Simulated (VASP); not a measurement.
Here is a VASP 6.6.1 calculation.

The input INCAR:

```
SYSTEM = Zr4F
  ALGO = Normal
  EDIFF = 1E-6
  ENCUT = 520
  GGA = PE
  ISIF = 2
  ISMEAR = 0
  LASPH = .True.
  LCHARG = .False.
  LREAL = .False.
  LWAVE = .False.
  NBANDS = 36
  NELM = 80
  PREC = Accurate
  SIGMA = 0.1
```

The input KPOINTS:

```
k-points
0
Gamma
  4 4 4
  0 0 0
```

File POSCAR:

```
Zr4F
1.0
    5.2035990311      0.0000000000      0.0000000000
    0.0000000000      5.2035990311      0.0000000000
    0.0000000000      0.0000000000      5.2035990311
Zr F
4 1
Direct
    0.5000000000      0.5000000000      0.5000000000
    0.0000000000      0.5000000000      0.5000000000
    0.5000000000      0.0000000000      0.5000000000
    0.5000000000      0.5000000000      0.0000000000
    0.0000000000      0.0000000000      0.0000000000
```

Potentials or basis: VASP PAW PBE potentials, release 64 (Zr_sv, F).

The run is started by

```console
$ cat potpaw_PBE.64/Zr_sv/POTCAR potpaw_PBE.64/F/POTCAR > POTCAR
$ mpirun -np 1 vasp_std > vasp.out
```

(1) Estimate the pressure.

Answers

(1) 0.1 GPa.

Caveat: an odd number of electrons without spin polarisation forces a metal; a magnetic or distorted state may lie lower.
